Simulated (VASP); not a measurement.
# Rb (Fmmm) in VASP: a series of runs

Runs on Rb. Level: PBEsol. Tasks: single point.

Program: VASP 6.6.1. These are calculated values, not measurements. Logs are shortened: lines on timing, memory, paths and dates and some standing lists are left out, and cuts for length are marked.

### Step 1. The cell of the first run

Symmetry: Fmmm, No. 69, orthorhombic system. Conventional cell: a = 5.612 Å, b = 7.341 Å, c = 8.532 Å, α = 90.00°, β = 90.00°, γ = 90.00°.

### Step 2. Single point, PBEsol (strain -0.1500 x Voigt [0, 0, 0, 1, 0, 0])

Input file INCAR:

```
SYSTEM = Rb
ALGO     = Fast           ! electronic algorithm
EDIFF    = 1E-7           ! SCF threshold, eV
ENCUT    = 520            ! plane-wave cutoff, eV
GGA      = PS             ! functional
ISIF     = 2              ! what is computed and relaxed
ISMEAR   = 0              ! smearing method
LASPH    = .TRUE.         ! aspherical terms in the spheres
LCHARG   = .TRUE.         ! write CHGCAR
LELF     = .TRUE.         ! ELF
LREAL    = .FALSE.        ! projectors in reciprocal space
LVHAR    = .TRUE.       
LWAVE    = .FALSE.        ! write WAVECAR
NBANDS   = 10             ! bands
NELM     = 80             ! most SCF steps
PREC     = Accurate       ! precision mode
SIGMA    = 0.15           ! smearing width, eV
```

Input file KPOINTS:

```
k-points
0
G
  12 12 12
  0 0 0
```

Input file POSCAR:

```
Rb
1.0
   -2.8060000000      2.5955500000      2.5955500000
    2.8060000000     -3.0164500000      3.0164500000
    2.8060000000      3.0164500000     -3.0164500000
Rb
1
Direct
    0.0000000000      0.0000000000      0.0000000000
```

Potentials or basis: VASP PAW PBE potentials, release 64 (Rb_sv).

Started as:

```
$ cat potpaw_PBE.64/Rb_sv/POTCAR > POTCAR
$ mpirun -np 1 vasp_std > vasp.out
```

OUTCAR:

```text
SYSTEM = Rb
   EDIFF = 1E-7
   ENCUT = 520
   GGA = PS
   ISIF = 2
   ISMEAR = 0
   LASPH = .TRUE.
   LREAL = .FALSE.
   NELM = 80
   PREC = Accurate

 ion  position               nearest neighbor table
   1  0.000  0.000  0.000-

  LATTYP: Found a face centered orthorhombic cell.
 ALAT       =     5.6120000000
 B/A-ratio  =     1.3081475452
 C/A-ratio  =     1.5202795796

  Lattice vectors:

 A1 = (   0.0000000000,  -0.4209000000,   5.6120000000)
 A2 = (   2.8060000000,  -3.0164500000,   3.0164500000)
 A3 = (   2.8060000000,   2.5955500000,   2.5955500000)

Analysis of symmetry for initial positions (statically):
=====================================================================
 Subroutine PRICEL returns:
 Original cell was already a primitive cell.

 Routine SETGRP: Setting up the symmetry group for a
 face centered orthorhombic supercell.

 Subroutine GETGRP returns: Found  8 space group operations
 (whereof  8 operations were pure point group operations)
 out of a pool of  8 trial point group operations.

The static configuration has the point symmetry D_2h.

Analysis of symmetry for dynamics (positions and initial velocities):
=====================================================================
 Subroutine PRICEL returns:
 Original cell was already a primitive cell.

 Routine SETGRP: Setting up the symmetry group for a
 face centered orthorhombic supercell.

 Subroutine GETGRP returns: Found  8 space group operations
 (whereof  8 operations were pure point group operations)
 out of a pool of  8 trial point group operations.

The dynamic configuration has the point symmetry D_2h.

 Subroutine INISYM returns: Found  8 space group operations
 (whereof  8 operations are pure point group operations),
 and found     1 'primitive' translations

----------------------------------------------------------------------------------------

                                     Primitive cell

  volume of cell :      87.8766

  direct lattice vectors                    reciprocal lattice vectors
    -2.806000000  2.595550000  2.595550000     0.000000000  0.192637399  0.192637399
     2.806000000 -3.016450000  3.016450000     0.178189594  0.013439819  0.179197580
     2.806000000  3.016450000 -3.016450000     0.178189594  0.179197580  0.013439819

  length of vectors
     4.620324188  5.106033412  5.106033412     0.272430422  0.253069028  0.253069028

  position of ions in fractional coordinates (direct lattice)
[... 82 lines left out ...]
   NFREE  =      0    steps in history (QN), initial steepest desc. (CG)
   ISIF   =      2    stress and relaxation
   ISYM   =      2    0-nonsym 1-usesym 2-fastsym
   POTIM  = 0.5000    time-step for ionic-motion
   TEBEG  =    0.0;   TEEND  =   0.0 temperature during run
   PSTRESS=    0.0 pullay stress
   NELECT =       9.0000    total number of electrons
   NUPDOWN=      -1.0000    fix difference up-down
   EMIN   =  10.00;   EMAX   =-10.00  energy-range for DOS
   EFERMI =   0.00;   METHOD = LEGACY
   ISMEAR =     0;   SIGMA  =   0.15  broadening in eV -4-tet -1-fermi 0-gaus
   EFERMI_NEDOS =   21; number of points for ismear=-14 and -15
   IALGO  =     68    algorithm
   IMIX   =      4    mixing-type and parameters
     AMIX     =   0.40;   BMIX     =  1.00
     AMIX_MAG =   1.60;   BMIX_MAG =  1.00
  volume/ion in A,a.u.               =      87.88       593.02
  Fermi-wavevector in a.u.,A,eV,Ry     =   0.765946  1.447427  7.982167  0.586673
  Thomas-Fermi vector in A             =   1.866177
   LORBIT       =      0    0 simple, 1 ext, 2 COOP (PROOUT), +10 PAW based schemes
   GGA     = PS    functional components
   LHFCALC =     F    Hartree Fock is set to
   AEXX    =    0.0000 exact exchange contribution
   IVDW    =     0    specifies the selected vdW correction
   LEPSILON=     F    determine dielectric tensor
   LRPA    =     F    only Hartree local field effects (RPA)
 non-spin polarized calculation
 RMM-DIIS sequential band-by-band and
 Gauss-broadening in eV      SIGMA  =   0.15
  energy-cutoff  :      520.00
  volume of cell :       87.88
 maximum number of plane-waves:      2390
   NGX = 17   NGY = 19   NGZ = 19

 number of electron       9.0000000 magnetization

 Free energy of the ion-electron system (eV)
  ---------------------------------------------------
  ext. energy  EPLUGINS =         0.00000000
  ---------------------------------------------------
  free energy    TOTEN  =        -1.01690749 eV

  energy without entropy =       -1.00688677  energy(sigma->0) =       -1.01189713

 E-fermi :   0.0306     XC(G=0):  -5.6072

 val. band max:        0.0204537330   @ k =  -0.4167   0.3333   0.2500
 cond. band min:       0.0483414580   @ k =   0.1667   0.2500   0.0833
 fundamental gap:      0.0278877249
 Fermi energy:         0.0306121196

 k-point     1 :       0.0000    0.0000    0.0000
  band No.  band energies     occupation
      1     -28.8317      2.00000
      2     -12.8818      2.00000
      3     -12.8693      2.00000
      4     -12.8626      2.00000
      5      -1.9960      2.00000
      6       3.3982      0.00000
      7       3.4011      0.00000
      8       4.0946      0.00000
      9       4.7494      0.00000
     10       5.0921      0.00000
[... 287 lines left out ...]
 k-point    24 :       0.2500    0.2500   -0.0000
  band No.  band energies     occupation
      1     -28.8242      2.00000
      2     -12.9915      2.00000
      3     -12.9185      2.00000
      4     -12.8869      2.00000
      5       0.2033      0.10348
      6       1.6200      0.00000
      7       2.2202      0.00000
      8       4.1293      0.00000
      9       4.2504      0.00000
     10       5.1680      0.00000

 [... further k-points ...]

------------------------ aborting loop because EDIFF is reached ----------------------------------------

  FORCE on cell =-STRESS in cart. coord.  units (eV):
  Direction    XX          YY          ZZ          XY          YZ          ZX
  --------------------------------------------------------------------------------------
  -------------------------------------------------------------------------------------
  Total        0.0110378     -0.0265609     -0.0265609      0.0000000      0.1616591     -0.0000000
  in kB        0.2012434     -0.4842610     -0.4842610      0.0000000      2.9473890     -0.0000000
  external PRESSURE =      -0.2557596 kB  Pullay stress =       0.0000000 kB

 VOLUME and BASIS-vectors are now :
 -----------------------------------------------------------------------------
  energy-cutoff  :      520.00
  volume of cell :       87.88
      direct lattice vectors                 reciprocal lattice vectors
    -2.806000000  2.595550000  2.595550000     0.000000000  0.192637399  0.192637399
     2.806000000 -3.016450000  3.016450000     0.178189594  0.013439819  0.179197580
     2.806000000  3.016450000 -3.016450000     0.178189594  0.179197580  0.013439819

 POSITION                                       TOTAL-FORCE (eV/Angst)
 -----------------------------------------------------------------------------------
      0.00000      0.00000      0.00000         0.000000     -0.000000      0.000000
 -----------------------------------------------------------------------------------
    total drift:                               -0.000000      0.000000      0.000000

  FREE ENERGIE OF THE ION-ELECTRON SYSTEM (eV)
  ---------------------------------------------------
  free  energy   TOTEN  =        -1.0169074927 eV

  energy  without entropy=       -1.0068867651  energy(sigma->0) =       -1.01189713
```

OSZICAR:

```text
N       E                     dE             d eps       ncg     rms          rms(c)
DAV:   1     0.420144730226E+02    0.42014E+02   -0.33180E+03  5600   0.659E+02
DAV:   2     0.170968838327E+01   -0.40305E+02   -0.39405E+02  6182   0.125E+02
DAV:   3    -0.906258696546E+00   -0.26159E+01   -0.26104E+01  7544   0.321E+01
DAV:   4    -0.101576425744E+01   -0.10951E+00   -0.10927E+00  8102   0.560E+00
DAV:   5    -0.101730483537E+01   -0.15406E-02   -0.15404E-02  7718   0.613E-01    0.116E+00
RMM:   6    -0.101664911251E+01    0.65572E-03   -0.17066E-03  6707   0.254E-01    0.713E-01
RMM:   7    -0.101682818742E+01   -0.17907E-03   -0.40792E-03  7167   0.376E-01    0.534E-02
RMM:   8    -0.101689995237E+01   -0.71765E-04   -0.24022E-04  8562   0.975E-02    0.842E-03
RMM:   9    -0.101690558229E+01   -0.56299E-05   -0.61590E-05  9414   0.363E-02    0.690E-03
RMM:  10    -0.101690697210E+01   -0.13898E-05   -0.97012E-06  9860   0.167E-02    0.428E-03
RMM:  11    -0.101690723138E+01   -0.25928E-06   -0.43937E-06  9815   0.892E-03    0.104E-03
RMM:  12    -0.101690741087E+01   -0.17950E-06   -0.11267E-06  8828   0.504E-03    0.576E-04
RMM:  13    -0.101690749268E+01   -0.81803E-07   -0.51891E-07  8222   0.320E-03
   1 F= -.10169075E+01 E0= -.10118971E+01  d E =-.100207E-01
```

Wall time 3.1 min (1 thread of AMD EPYC 9R45 (Zen 5), shared host); peak memory 0.35 GiB.

Results:

- Free energy: -1.0169 eV
- Pressure: 0.0 GPa
- Band gap on the k mesh: zero (an odd number of electrons rules out a gap without spin polarisation)

Levels at points of the mesh, in eV from the Fermi level:
```
           k point  band 2  band 3  band 4  band 5  band 6  band 7
(0.00, 0.00, 0.00)  -12.91  -12.90  -12.89   -2.03    3.37    3.37
(0.50, 0.00, 0.00)  -13.04  -12.97  -12.90    0.49    1.21    2.54
(0.00, 0.50, 0.00)  -13.03  -12.93  -12.90    0.24    0.81    2.52
(0.00, 0.50, 0.50)  -12.99  -12.92  -12.90   -0.06    0.48    2.59
(0.50, 0.50, 0.50)  -13.02  -12.99  -12.95    1.20    1.30    3.31
```

Caveat: the cell differs from its parent crystal (strain -0.1500 x Voigt [0, 0, 0, 1, 0, 0]); the PAW data sets were made with another functional, which shifts forces and pressure a little.

### Step 3. Single point, PBEsol (strain +0.1312 x Voigt [0, 0, 0, 1, 0, 0])

Input file INCAR:

```
ALGO     = Fast           # electronic algorithm
EDIFF    = 1E-6           # SCF threshold, eV
ENCUT    = 520            # plane-wave cutoff, eV
GGA      = PS             # functional
ISIF     = 2              # what is computed and relaxed
ISMEAR   = 0              # smearing method
LASPH    = T              # aspherical terms in the spheres
LCHARG   = T              # write CHGCAR
LELF     = T              # ELF
LREAL    = F              # projectors in reciprocal space
LVHAR    = T            
LWAVE    = F              # write WAVECAR
NBANDS   = 10             # bands
NELM     = 60             # most SCF steps
PREC     = Accurate       # precision mode
SIGMA    = 0.15           # smearing width, eV
```

Input file KPOINTS:

```
k-points
0
Gamma
  12 12 12
```

Input file POSCAR:

```
Rb
1.0
   -2.8060000000      2.9900736000      2.9900736000
    2.8060000000     -2.6219264000      2.6219264000
    2.8060000000      2.6219264000     -2.6219264000
Rb
1
Direct
    0.0000000000      0.0000000000      0.0000000000
```

Potentials or basis: VASP PAW PBE potentials, release 64 (Rb_sv).

Started as:

```
$ cat potpaw_PBE.64/Rb_sv/POTCAR > POTCAR
$ mpirun -np 1 vasp_std > vasp.out
```

Wall time 2.2 min (1 thread of AMD EPYC 9R45 (Zen 5), shared host); peak memory 0.35 GiB.

Results (log left out):

- Free energy: -1.0197 eV
- Pressure: 0.0 GPa
- Band gap on the k mesh: zero (an odd number of electrons rules out a gap without spin polarisation)

Stress tensor (GPa, compression positive):
```
 0.00  0.00  0.00
 0.00 -0.05 -0.26
 0.00 -0.26 -0.05
```

Levels at points of the mesh, in eV from the Fermi level:
```tsv
k point	band 1	band 2	band 3	band 4	band 5	band 6	band 7	band 8
(0.00, 0.00, 0.00)	-28.86	-12.91	-12.90	-12.89	-2.02	3.41	3.44	4.02
(0.50, 0.00, 0.00)	-28.85	-12.99	-12.92	-12.89	-0.02	0.52	2.59	4.72
(0.00, 0.50, 0.00)	-28.85	-13.02	-12.93	-12.89	0.24	0.81	2.53	4.39
(0.00, 0.50, 0.50)	-28.85	-13.03	-12.96	-12.90	0.46	1.15	2.55	3.98
(0.50, 0.50, 0.50)	-28.85	-13.01	-12.98	-12.94	1.22	1.29	3.32	3.33
```

Caveat: the cell differs from its parent crystal (strain +0.1312 x Voigt [0, 0, 0, 1, 0, 0]); the PAW data sets were made with another functional, which shifts forces and pressure a little.

The gap in the log of VASP goes by the Fermi energy; the results here count the filled bands.